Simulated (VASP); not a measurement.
**Sr: single point with PBEsol**

The system is Sr.

```
CELL_PARAMETERS angstrom
0.00000 3.21171 2.72995
3.21171 0.00000 2.72995
3.21171 3.21171 0.00000
ATOMIC_POSITIONS crystal
Sr 0.00000 0.00000 0.00000
```

This cell differs from its parent crystal: ratio of the length along z to the lengths across it x 0.85, volume and fractional coordinates fixed.

```json
{
 "Program": "VASP 6.6.1",
 "Task": "single point",
 "Functional": "PBEsol",
 "Potentials or basis": "VASP PAW PBE potentials, release 64 (Sr_sv)",
 "Cutoff": "520 eV",
 "k mesh": "10 × 10 × 10",
 "Occupations": "gaussian, width 0.03 eV",
 "Spin": "no spin polarisation",
 "Dipole correction": "no",
 "Further INCAR settings": "ALGO = Fast; EDIFF = 1e-07; NBANDS = 11"
}
```

| Item | Value |
| --- | --- |
| Pressure | -1.0 GPa |
| Band gap on the k mesh | zero (bands 5 and 6 overlap by 0.14 eV) |

Stress tensor (GPa, compression positive):
```
-1.04  0.00  0.00
 0.00 -1.04  0.00
 0.00  0.00 -0.84
```

Levels at points of the mesh, in eV from the Fermi level:
```csv
k point,band 2,band 3,band 4,band 5,band 6,band 7,band 8,band 9
"(0.00, 0.00, 0.00)",-18.54,-18.54,-18.53,-3.67,2.11,2.11,2.85,3.01
"(0.50, 0.00, 0.00)",-18.72,-18.59,-18.54,-1.14,0.03,1.61,2.70,4.31
"(0.50, 0.50, 0.00)",-18.70,-18.65,-18.65,-0.39,0.07,1.99,4.32,4.32
"(0.50, 0.00, 0.50)",-18.72,-18.61,-18.57,-0.83,0.54,0.56,4.22,4.54
```

Wall time 100 s on 1 thread of Intel Xeon 8259CL, on a shared host, peak memory 0.22 GiB.

Caveat: the PAW data sets were made with another functional, which shifts forces and pressure a little.
